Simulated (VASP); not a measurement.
Write the native input for VASP 6.6.1 that does the following.

| Item | Value |
| --- | --- |
| Task | single point |
| Functional | PBE |
| Potentials or basis | VASP PAW PBE potentials, release 64 (Ti_sv, Al) |
| Cutoff | 520 eV |
| k mesh | 6 × 6 × 2 |
| Occupations | gaussian, width 0.1 eV |
| Spin | collinear spin, ferromagnetic start |
| Starting moments | [1.0, 0.0, 0.0, 0.0] μB |
| Dipole correction | no |
| Further INCAR settings | ALGO = Fast; EDIFF = 1e-06; NBANDS = 22 |

The structure of TiAl3 lies in POSCAR:

```
TiAl3
1.0
    2.8019526804      0.0000000000      0.0000000000
    0.0000000000      2.8019526804      0.0000000000
    0.0000000000      0.0000000000      9.3176968126
Ti Al
1 3
Direct
    0.0000000000      0.0000000000      0.5000000000
    0.5000000000      0.5000000000      0.7150668654
    0.5000000000      0.5000000000      0.2849331346
    0.5000000000      0.5000000000      0.0000000000
```

The input as run:

INCAR

```
SYSTEM = TiAl3
ALGO     = Fast           ! electronic algorithm
EDIFF    = 1E-6           ! SCF threshold, eV
ENCUT    = 520            ! plane-wave cutoff, eV
GGA      = PE             ! functional
ISIF     = 2              ! what is computed and relaxed
ISMEAR   = 0              ! smearing method
ISPIN    = 2              ! spin polarisation
LASPH    = .TRUE.         ! aspherical terms in the spheres
LCHARG   = .FALSE.        ! write CHGCAR
LMAXMIX  = 4              ! l up to which the mixer works
LORBIT   = 11             ! projections on sites
LREAL    = .FALSE.        ! projectors in reciprocal space
LWAVE    = .FALSE.        ! write WAVECAR
MAGMOM   = 1 0 0 0        ! initial moments
NBANDS   = 22             ! bands
NELM     = 150            ! most SCF steps
PREC     = Accurate       ! precision mode
SIGMA    = 0.1            ! smearing width, eV
```

KPOINTS

```
k-points
0
G
  6 6 2
  0 0 0
```

Potentials or basis: VASP PAW PBE potentials, release 64 (Ti_sv, Al).

Command:

```console
$ cat potpaw_PBE.64/Ti_sv/POTCAR potpaw_PBE.64/Al/POTCAR > POTCAR
$ mpirun -np 1 vasp_std > vasp.out
```

It gave:

| Item | Value |
| --- | --- |
| Pressure | -0.2 GPa |
| Largest force | 0.025 eV/Å |
| Net moment | 0.00 μB per cell |
| Valence electrons inside the program's atomic spheres | Ti 10.31; Al 0.80, 0.79 |

Caveat: the k points lie up to 0.37 Å⁻¹ apart.

Wall time 43 s on 1 thread of Intel(R) Xeon(R) 6975P-C (Granite Rapids), with other jobs on the host, peak memory 0.24 GiB.
